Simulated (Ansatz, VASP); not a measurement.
Nb in VASP and in Ansatz

```xyz
1
Lattice="-1.6351 1.6351 1.6351 1.6351 -1.6351 1.6351 1.6351 1.6351 -1.6351" Properties=species:S:1:pos:R:3 pbc="T T T"
Nb    0.0000    0.0000    0.0000
```

Alike in both runs: functional PBE; dispersion D3(BJ); k mesh 8 × 8 × 8; occupations gaussian, width 0.1 eV; no spin polarisation.

Ansatz relaxed the structure, and its values are those at the end. VASP's run is a single point on that final structure, the one shown.

```csv
,VASP,Ansatz
version,VASP 6.6.1,Ansatz 0.2.0
potentials or method,"VASP PAW PBE potentials, release 64 (Nb_sv), cutoff 500 eV","scalar-relativistic, plane waves, PAW"
valence electrons in the cell,13,13
```

```csv
,VASP,Ansatz,Ansatz less VASP
gap on the k mesh at the Fermi level (eV),none,none,-
pressure (GPa),-0.3,0.1,+0.44
```

A gap of «none» marks a metal or a gap that the smearing closes.
